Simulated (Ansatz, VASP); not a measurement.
**BaTiO3: VASP beside Ansatz**

```
Ba Ti O
1.0
     3.98612   -2.83943   -2.84914
     0.00000    2.83943   -2.84914
     3.98612    2.83943    2.84914
Ba Ti O
2 2 6
Direct
  0.00000 0.00000 0.00000
  0.50000 0.00000 0.50000
  0.99285 0.48570 0.50715
  0.49285 0.48570 0.00715
  0.75550 0.51100 0.24450
  0.25550 0.51100 0.74450
  0.99779 0.00777 0.50221
  0.49778 0.00777 0.00221
  0.75389 0.49557 0.74611
  0.25389 0.49557 0.24612
```

Alike in both runs: task single point; functional r2SCAN; k mesh 3 × 5 × 3; occupations fermi-dirac, width 0.1247 eV; collinear spin.

```csv
,VASP,Ansatz
version,VASP 6.6.1,Ansatz 0.2.0
potentials or method,"VASP PAW PBE potentials, release 64 (Ba_sv, Ti_sv, O), cutoff 520 eV",PAW plane waves
valence electrons in the cell,80,80
```

```csv
,VASP,Ansatz,Ansatz less VASP
pressure (GPa),0.8,-1.2,-1.95
rms of the force components (eV/Å),0.132,0.153,+0.0207
```

VASP's potentials were made for PBE, not for r2SCAN. Ansatz's warnings: no starting moments.

Neither program's run includes spin-orbit coupling.
